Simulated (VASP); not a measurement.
# Ta2SiI2O (Cm) in VASP: single point with PBE

Aim: the single point of Ta2SiI2O with PBE.

Program: VASP 6.6.1. These are calculated values, not measurements. Logs are shortened: lines on timing, memory, paths and dates and some standing lists are left out, and cuts for length are marked.

**1. The cell of the first run**

It takes space group Cm (No. 8, monoclinic). The conventional cell has a = 5.795 Å, b = 5.795 Å, c = 9.921 Å, α = 90.00°, β = 106.81°, γ = 90.00°. Ta (site symmetry 1) has 2 O at 2.11 Å and 2 Si at 2.61 Å and 4 Ta at 2.90 Å within 2.9 Å. Within 3.3 Å of Si (site symmetry m) lie 1 I at 2.50 Å and 4 Ta at 2.61 Å. I (site symmetry m) has 4 Ta at 3.07 Å and 4 O at 3.40 Å and 1 Si at 3.91 Å and 8 I at 4.10 to 4.25 Å within 4.3 Å. Within 3.3 Å of I (site symmetry m) lie 1 Si at 2.50 Å. Within 2.8 Å of O (site symmetry m) lie 4 Ta at 2.11 Å.

**2. Single point, PBE**

Contents of INCAR:

```
  PREC = Accurate
  ENCUT = 520
  EDIFF = 1E-7
  ISMEAR = 0
  SIGMA = 0.01
  LREAL = F
  LASPH = T
  NELM = 80
  ALGO = Normal
  ISIF = 2
  LWAVE = F
  LCHARG = F
  GGA = PE
  NBANDS = 32
```

Contents of KPOINTS:

```
regular mesh
0
Gamma
  10 10 4
```

Contents of POSCAR:

```
Ta2SiI2O
1.0
    2.8974170229     -2.8974572186     -0.0151708849
    2.8974170229      2.8974572186     -0.0151708849
   -2.8198459736      0.0000000000      9.5122820493
Ta Si I O
2 1 2 1
Direct
    0.5588467383      0.0588593865      0.9484865914
    0.0588593865      0.5588467383      0.9484865914
    0.6433052069      0.6433052069      0.1190599086
    0.4393885946      0.4393885946      0.7072910701
    0.7738330792      0.7738330792      0.3818458031
    0.0323474876      0.0323474876      0.8949831914
```

Potentials or basis: VASP PAW PBE potentials, release 64 (Ta_pv, Si, I, O).

Run with:

```
cat potpaw_PBE.64/Ta_pv/POTCAR potpaw_PBE.64/Si/POTCAR potpaw_PBE.64/I/POTCAR potpaw_PBE.64/O/POTCAR > POTCAR
mpirun -np 1 vasp_std > vasp.out
```

OUTCAR:

```text
PREC = Accurate
   ENCUT = 520
   EDIFF = 1E-7
   ISMEAR = 0
   LREAL = F
   LASPH = T
   NELM = 80
   ISIF = 2
   GGA = PE

 ion  position               nearest neighbor table
   1  0.559  0.059  0.948-   6 2.11   6 2.11   3 2.61   3 2.61   2 2.90   2 2.90   2 2.90   2 2.90
                             4 3.07   4 3.07
   2  0.059  0.559  0.948-   6 2.11   6 2.11   3 2.61   3 2.61   1 2.90   1 2.90   1 2.90   1 2.90
                             4 3.07   4 3.07
   3  0.643  0.643  0.119-   5 2.50   1 2.61   2 2.61   2 2.61   1 2.61
   4  0.439  0.439  0.707-   1 3.07   2 3.07   2 3.07   1 3.07
   5  0.774  0.774  0.382-   3 2.50
   6  0.032  0.032  0.895-   1 2.11   2 2.11   1 2.11   2 2.11

  LATTYP: Found a base centered monoclinic cell.
 ALAT       =     5.7949134801
 B/A-ratio  =     1.0000001652
 C/A-ratio  =     1.7120951905
 COS(beta)  =    -0.2892334142

  Lattice vectors:

 A1 = (   2.8974170229,  -2.8974572186,  -0.0151708849)
 A2 = (   2.8974170229,   2.8974572186,  -0.0151708849)
 A3 = (  -2.8198459736,   0.0000000000,   9.5122820493)

Analysis of symmetry for initial positions (statically):
=====================================================================
 Subroutine PRICEL returns:
 Original cell was already a primitive cell.

 Routine SETGRP: Setting up the symmetry group for a
 base centered monoclinic supercell.

 Subroutine GETGRP returns: Found  2 space group operations
 (whereof  2 operations were pure point group operations)
 out of a pool of  4 trial point group operations.

The static configuration has the point symmetry C_1h.

Analysis of symmetry for dynamics (positions and initial velocities):
=====================================================================
 Subroutine PRICEL returns:
 Original cell was already a primitive cell.

 Routine SETGRP: Setting up the symmetry group for a
 base centered monoclinic supercell.

 Subroutine GETGRP returns: Found  2 space group operations
 (whereof  2 operations were pure point group operations)
 out of a pool of  4 trial point group operations.

The dynamic configuration has the point symmetry C_1h.

 Subroutine INISYM returns: Found  2 space group operations
 (whereof  2 operations are pure point group operations),
 and found     1 'primitive' translations

----------------------------------------------------------------------------------------

                                     Primitive cell

  volume of cell :     159.4660

  direct lattice vectors                    reciprocal lattice vectors
     2.897417023 -2.897457219 -0.015170885     0.172835767 -0.172565102  0.051235891
     2.897417023  2.897457219 -0.015170885     0.172835767  0.172565102  0.051235891
    -2.819845974  0.000000000  9.512282049     0.000551302  0.000000000  0.105290674

  length of vectors
     4.097622957  4.097622957  9.921443499     0.249551664  0.249551664  0.105292117

  position of ions in fractional coordinates (direct lattice)
     0.558846738  0.058859387  0.948486591
     0.058859387  0.558846738  0.948486591
     0.643305207  0.643305207  0.119059909
     0.439388595  0.439388595  0.707291070
     0.773833079  0.773833079  0.381845803
     0.032347488  0.032347488  0.894983191

  ion indices of the primitive-cell ions
   primitive index   ion index
                 1           1
                 2           2
                 3           3
                 4           4
                 5           5
                 6           6

----------------------------------------------------------------------------------------

 KPOINTS: regular mesh

Automatic generation of k-mesh.
 Grid dimensions read from file:
 generate k-points for:   10   10    4

 Generating k-lattice:

  Cartesian coordinates                     Fractional coordinates (reciprocal lattice)
     0.017283577 -0.017256510  0.005123589     0.100000000 -0.000000000  0.000000000
     0.017283577  0.017256510  0.005123589    -0.000000000  0.100000000  0.000000000
     0.000137826  0.000000000  0.026322668     0.000000000  0.000000000  0.250000000

  Length of vectors
     0.024955166  0.024955166  0.026323029

  Shift w.r.t. Gamma in fractional coordinates (k-lattice)
     0.000000000  0.000000000  0.000000000

 Subroutine IBZKPT returns following result:
 ===========================================

 Found    117 irreducible k-points:

 Following reciprocal coordinates:
            Coordinates               Weight
  0.000000  0.000000  0.000000      1.000000
  0.100000  0.000000 -0.000000      4.000000
  0.200000  0.000000 -0.000000      4.000000
  0.300000  0.000000  0.000000      4.000000
  0.400000  0.000000 -0.000000      4.000000
  0.500000 -0.000000 -0.000000      2.000000
[... 16 lines left out ...]
  0.300000  0.300000 -0.000000      2.000000
  0.400000  0.300000 -0.000000      4.000000
 [... further k-points ...]
   k-points           NKPTS =    117   k-points in BZ     NKDIM =    117   number of bands    NBANDS=     32
   number of dos      NEDOS =    301   number of ions     NIONS =      6
   total plane-waves  NPLWV =  72000
   dimension x,y,z NGX =    30 NGY =   30 NGZ =   80
   dimension x,y,z NGXF=    60 NGYF=   60 NGZF=  160
   ions per type =               2   1   2   1
   NGX,Y,Z   is equivalent  to a cutoff of  12.17, 12.17, 13.40 a.u.
   NGXF,Y,Z  is equivalent  to a cutoff of  24.34, 24.34, 26.81 a.u.
 SYSTEM =  unknown system
   PREC   = accura    normal or accurate (medium, high low for compatibility)
   ISTART =      0    job   : 0-new  1-cont  2-samecut
   ICHARG =      2    charge: 1-file 2-atom 10-const
   ISPIN  =      1    spin polarized calculation?
   LNONCOLLINEAR =      F non collinear calculations
   LSORBIT =      F    spin-orbit coupling
   LASPH  =      T    aspherical Exc in radial PAW
   ENCUT  =  520.0 eV  38.22 Ry    6.18 a.u.   7.62  7.62 18.45*2*pi/ulx,y,z
   NELM   =     80;   NELMIN=  2; NELMDL= -5     # of ELM steps
   EDIFF  = 0.1E-06   stopping-criterion for ELM
   LREAL  =      F    real-space projection
   EDIFFG = 0.1E-05   stopping-criterion for IOM
   NSW    =      0    number of steps for IOM
   IBRION =     -1    ionic relax: 0-MD 1-quasi-New 2-CG
   NFREE  =      0    steps in history (QN), initial steepest desc. (CG)
   ISIF   =      2    stress and relaxation
   ISYM   =      2    0-nonsym 1-usesym 2-fastsym
   POTIM  = 0.5000    time-step for ionic-motion
   TEBEG  =    0.0;   TEEND  =   0.0 temperature during run
   PSTRESS=    0.0 pullay stress
   NELECT =      46.0000    total number of electrons
   NUPDOWN=      -1.0000    fix difference up-down
   EMIN   =  10.00;   EMAX   =-10.00  energy-range for DOS
   EFERMI =   0.00;   METHOD = LEGACY
   ISMEAR =     0;   SIGMA  =   0.01  broadening in eV -4-tet -1-fermi 0-gaus
   EFERMI_NEDOS =   21; number of points for ismear=-14 and -15
   IALGO  =     38    algorithm
   IMIX   =      4    mixing-type and parameters
     AMIX     =   0.40;   BMIX     =  1.00
     AMIX_MAG =   1.60;   BMIX_MAG =  1.00
  volume/ion in A,a.u.               =      26.58       179.35
  Fermi-wavevector in a.u.,A,eV,Ry     =   1.081695  2.044107 15.919682  1.170064
  Thomas-Fermi vector in A             =   2.217718
   LORBIT       =      0    0 simple, 1 ext, 2 COOP (PROOUT), +10 PAW based schemes
   GGA     = PE    functional components
   LHFCALC =     F    Hartree Fock is set to
   AEXX    =    0.0000 exact exchange contribution
   IVDW    =     0    specifies the selected vdW correction
   LEPSILON=     F    determine dielectric tensor
   LRPA    =     F    only Hartree local field effects (RPA)
 non-spin polarized calculation
 Gauss-broadening in eV      SIGMA  =   0.01
  energy-cutoff  :      520.00
  volume of cell :      159.47
 maximum number of plane-waves:      4316
   NGX = 15   NGY = 15   NGZ = 37

 number of electron      45.9999996 magnetization

 Free energy of the ion-electron system (eV)
  ---------------------------------------------------
  ext. energy  EPLUGINS =         0.00000000
  ---------------------------------------------------
  free energy    TOTEN  =       -40.99506059 eV

  energy without entropy =      -40.99506045  energy(sigma->0) =      -40.99506052

 E-fermi :   4.2379     XC(G=0):  -9.0596

 val. band max:        4.2133008756   @ k =   0.3000   0.3000   0.5000
 cond. band min:       4.2658891212   @ k =  -0.4000   0.5000   0.2500
 fundamental gap:      0.0525882457
 Fermi energy:         4.2378965111

 k-point     1 :       0.0000    0.0000    0.0000
  band No.  band energies     occupation
      1     -31.4515      2.00000
      2     -31.4515      2.00000
      3     -31.1896      2.00000
      4     -31.0118      2.00000
      5     -30.6719      2.00000
      6     -30.6719      2.00000
[... 24 lines left out ...]
     31       8.0742      0.00000
     32       8.1614      0.00000

 k-point     2 :       0.1000    0.0000   -0.0000
  band No.  band energies     occupation
      1     -31.4459      2.00000
      2     -31.4389      2.00000
      3     -31.1848      2.00000
      4     -31.0159      2.00000
      5     -30.6897      2.00000
      6     -30.6858      2.00000
[... 24 lines left out ...]
     31       8.1514      0.00000
     32       8.4112      0.00000

 k-point     3 :       0.2000    0.0000   -0.0000
  band No.  band energies     occupation
      1     -31.4296      2.00000
      2     -31.4038      2.00000
      3     -31.1709      2.00000
      4     -31.0276      2.00000
      5     -30.7376      2.00000
      6     -30.7247      2.00000
[... 24 lines left out ...]
     31       8.4067      0.00000
     32       8.5935      0.00000

 k-point     4 :       0.3000    0.0000    0.0000
  band No.  band energies     occupation
      1     -31.4057      2.00000
      2     -31.3539      2.00000
      3     -31.1497      2.00000
      4     -31.0461      2.00000
      5     -30.8006      2.00000
      6     -30.7791      2.00000
[... 24 lines left out ...]
     31       8.2514      0.00000
     32       8.8480      0.00000

 k-point     5 :       0.4000    0.0000   -0.0000
  band No.  band energies     occupation
      1     -31.3819      2.00000
      2     -31.3053      2.00000
      3     -31.1237      2.00000
      4     -31.0695      2.00000
      5     -30.8560      2.00000
      6     -30.8314      2.00000
[... 584 lines left out ...]
     31       8.6849      0.00000
     32       8.8290      0.00000

 k-point    22 :      -0.2000    0.2000    0.0000
  band No.  band energies     occupation
      1     -31.5610      2.00000
      2     -31.2239      2.00000
      3     -31.1562      2.00000
      4     -31.0400      2.00000
      5     -30.9215      2.00000
      6     -30.6247      2.00000
[... 24 lines left out ...]
     31       8.6784      0.00000
     32       9.1304      0.00000

 k-point    23 :       0.3000    0.3000   -0.0000
  band No.  band energies     occupation
      1     -31.6824      2.00000
      2     -31.1278      2.00000
      3     -31.1061      2.00000
      4     -31.0678      2.00000
      5     -31.0246      2.00000
      6     -30.5673      2.00000
[... 24 lines left out ...]
     31       8.5334      0.00000
     32       9.0115      0.00000

 k-point    24 :       0.4000    0.3000   -0.0000
  band No.  band energies     occupation
      1     -31.7323      2.00000
      2     -31.1700      2.00000
      3     -31.1113      2.00000
      4     -31.0799      2.00000
      5     -30.9531      2.00000
      6     -30.5449      2.00000
[... 24 lines left out ...]
     31       8.1339      0.00000
     32       8.6410      0.00000

 [... further k-points ...]
[... 5 lines left out ...]
  --------------------------------------------------------------------------------------
  -------------------------------------------------------------------------------------
  Total        0.1595572      0.1591001      0.0035958      0.0000000      0.0000000     -0.0094376
  in kB        1.6030936      1.5985011      0.0361279      0.0000000      0.0000000     -0.0948207
  external PRESSURE =       1.0792408 kB  Pullay stress =       0.0000000 kB

 VOLUME and BASIS-vectors are now :
 -----------------------------------------------------------------------------
  energy-cutoff  :      520.00
  volume of cell :      159.47
      direct lattice vectors                 reciprocal lattice vectors
     2.897417023 -2.897457219 -0.015170885     0.172835767 -0.172565102  0.051235891
     2.897417023  2.897457219 -0.015170885     0.172835767  0.172565102  0.051235891
    -2.819845974  0.000000000  9.512282049     0.000551302  0.000000000  0.105290674

 POSITION                                       TOTAL-FORCE (eV/Angst)
 -----------------------------------------------------------------------------------
     -0.88483     -1.44869      9.01290        -0.000632     -0.000265      0.007364
     -0.88483      1.44869      9.01290        -0.000632      0.000265      0.007364
      3.39212      0.00000      1.11301         0.001699      0.000000      0.009664
      0.55173      0.00000      6.71462        -0.000694      0.000000     -0.007745
      3.40749      0.00000      3.60875         0.000605      0.000000     -0.002812
     -2.33627      0.00000      8.51235        -0.000346      0.000000     -0.013835
 -----------------------------------------------------------------------------------
    total drift:                               -0.000634      0.000000     -0.000894

  FREE ENERGIE OF THE ION-ELECTRON SYSTEM (eV)
  ---------------------------------------------------
  free  energy   TOTEN  =       -40.9950605871 eV

  energy  without entropy=      -40.9950604450  energy(sigma->0) =      -40.99506052
```

Run time: 24 min. Hardware: 1 thread of Intel Xeon 8259CL, shared host; peak memory 0.68 GiB.

Results:

```yaml
Free_energy: -40.9951 eV
Pressure: 0.1 GPa
Largest_force: 0.014 eV/Å
Band_gap_on_the_k_mesh: zero (bands 23 and 24 overlap by 0.26 eV)
```

Forces on the atoms (eV/Å):
```
Ta  -0.001  0.000  0.007
Ta  -0.001  0.000  0.007
Si   0.002  0.000  0.010
I   -0.001  0.000 -0.008
I    0.001  0.000 -0.003
O    0.000  0.000 -0.014
```

Levels at points of the mesh, in eV from the Fermi level:
```
           k point  band 21  band 22  band 23  band 24  band 25  band 26
(0.00, 0.00, 0.00)    -1.75    -1.00    -1.00     0.05     2.21     2.21
(0.50, 0.00, 0.00)    -0.91    -0.84    -0.46     0.21     0.27     1.47
(0.50, 0.50, 0.00)    -2.19    -0.55    -0.44    -0.23     2.07     2.26
(0.00, 0.00, 0.50)    -1.99    -0.80    -0.80     0.04     1.98     2.22
(0.50, 0.00, 0.50)    -0.92    -0.84    -0.46     0.22     0.27     1.47
(0.50, 0.50, 0.50)    -2.19    -0.55    -0.44    -0.23     2.07     2.26
```

Caveat: spin-orbit coupling is left out, which moves the levels of the heavy elements; this functional lacks dispersion, which binds layers or chains, so the pressure and a relaxed spacing across them are unreliable.

The gap in the log of VASP goes by the Fermi energy; the results here count the filled bands.